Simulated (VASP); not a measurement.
Runs of VASP 6.6.1 on TiAl2. The cell holds a slab with vacuum, 12 atoms: a = 3.901 Å, b = 3.972 Å, c = 25.170 Å, α = 90.00°, β = 90.00°, γ = 90.00°. 

```tsv
k mesh	electric field (eV/Å)	gap on the mesh (eV)	largest force (eV/Å)
9 × 9 × 1	-	none	0.01
9 × 9 × 1	0.1	none	0.78
1 × 9 × 1	-	none	1.57
2 × 2 × 1	-	none	(a)
```

Alike in all rows: task single point; level PBEsol; potentials or basis VASP PAW PBE potentials, release 64 (Al, Ti_sv); no spin polarisation; cell as given; cutoff (eV) 520; smearing gaussian 0.1 eV.

Estimate the missing entries.

(a) 0.66.

Caveats: some runs use coarse meshes; the PAW data sets were made with another functional, which shifts forces and pressure a little.

A gap of «none» marks levels without a gap at the run's occupations.
